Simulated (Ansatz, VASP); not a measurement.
# One calculation of In, two programs

Contents of INCAR:

```
SYSTEM = In
ALGO = Fast
EDIFF = 1E-6
ENCUT = 520
GGA = PS
ISIF = 2
ISMEAR = 0
LASPH = .TRUE.
LCHARG = .TRUE.
LELF = .TRUE.
LREAL = .FALSE.
LVHAR = .TRUE.
LWAVE = .FALSE.
NBANDS = 12
NELM = 60
PREC = Accurate
SIGMA = 0.15
```

Contents of KPOINTS:

```
k-points
0
G
  20 20 20
  0 0 0
```

The input POSCAR:

```
In
1.0
   -1.6505422500      1.6505422500      2.3997315000
    1.6505422500     -1.6505422500      2.3997315000
    1.6505422500      1.6505422500     -2.3997315000
In
1
Direct
    0.0000000000      0.0000000000      0.0000000000
```

Input for Ansatz:

```yaml
crystal:
  lattice:
    - [-1.65054225, 1.65054225, 2.3997315]
    - [1.65054225, -1.65054225, 2.3997315]
    - [1.65054225, 1.65054225, -2.3997315]
  atoms:
    - { symbol: In, position: [0.0, 0.0, 0.0] }
basis:
  ecutwfc: 420
kpoints:
  mp_grid: { grid: [20, 20, 20] }
hamiltonian:
  xc: pbesol
scf:
  occupations: { method: gaussian, width: 0.15 }
output:
  forces: true
  stress: true
  eigenvalues: true
```

Change from the starting cell: strain +0.015 along x and y, -0.030 along z, atoms carried along.

Alike in both runs: task single point; functional PBEsol; k mesh 20 × 20 × 20; occupations gaussian, width 0.15 eV; no spin polarisation.

|  | VASP | Ansatz |
| --- | --- | --- |
| version | VASP 6.6.1 | Ansatz 0.2.0 |
| potentials or method | VASP PAW PBE potentials, release 64 (In_d), cutoff 520 eV | scalar-relativistic, plane waves, PAW |
| valence electrons in the cell | 13 | 13 |

VASP gave:

* gap on the k mesh at the Fermi level (eV): none
* pressure (GPa): -1.0

Problem. Estimate Ansatz's values.

Solution. gap on the k mesh at the Fermi level (eV): none; pressure (GPa): -0.9.

VASP's potentials were made for PBE, not for PBEsol. A gap of «none» marks a metal or a gap that the smearing closes.
